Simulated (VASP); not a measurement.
CdTe: single point with BLYP

The system is CdTe.

```
Te Cd
1.0
     0.00000    3.20500    3.20500
     3.20500    0.00000    3.20500
     3.20500    3.20500    0.00000
Te Cd
1 1
Direct
  0.75000 0.75000 0.75000
  0.00000 0.00000 0.00000
```

```yaml
Program: VASP 6.6.1
Task: single point
Functional: BLYP
Potentials_or_basis: VASP PAW PBE potentials, release 64 (Te, Cd)
Cutoff: 520 eV
k_mesh: 7 × 7 × 7
Occupations: fermi-dirac, width 0.05 eV
Spin: no spin polarisation
```

```json
{
  "Pressure": "7.3 GPa",
  "Band gap on the k mesh": "0.82 eV, direct"
}
```

Levels at points of the mesh, in eV from the valence-band top:
```tsv
k point	band 6	band 7	band 8	band 9	band 10	band 11	band 12	band 13
(0.00, 0.00, 0.00)	-8.19	0.00	0.00	0.00	0.82	4.60	4.60	4.60
```

Wall time 53 s on 1 thread of AMD EPYC 7R43 64-Core Processor (Zen 3) (shared host), peak memory 0.17 GiB.

Caveat: the PAW data sets were made with another functional, which shifts forces and pressure a little; spin-orbit coupling is left out, which moves the levels of the heavy elements. A hybrid or GW would open this gap; BLYP tends to underestimate it.
